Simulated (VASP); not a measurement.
Input of a VASP 6.6.1 run:

File INCAR:

```
  ALGO = Normal
  EDIFF = 1E-6
  ENCUT = 520
  GGA = PS
  ISIF = 2
  ISMEAR = -1
  LASPH = True
  LCHARG = True
  LELF = True
  LREAL = False
  LVHAR = True
  LWAVE = False
  NBANDS = 14
  NELM = 60
  PREC = Accurate
  SIGMA = 0.05
```

The input KPOINTS:

```
k-points
0
Gamma
  18 18 18
```

The input POSCAR:

```
HfN
1.0
    0.0000000000      2.2332841603      2.2332841603
    2.2332841603      0.0000000000      2.2332841603
    2.2332841603      2.2332841603      0.0000000000
Hf N
1 1
Direct
    0.0000000000      0.0000000000      0.0000000000
    0.5000000000      0.5000000000      0.5000000000
```

Potentials or basis: VASP PAW PBE potentials, release 64 (Hf_pv, N).

Launch:

```bash
$ cat potpaw_PBE.64/Hf_pv/POTCAR potpaw_PBE.64/N/POTCAR > POTCAR
$ mpirun -np 1 vasp_std > vasp.out
```

(1) What does it give for the pressure?

## Answers

(1) 4.8 GPa.

Caveat: the PAW data sets were made with another functional, which shifts forces and pressure a little.
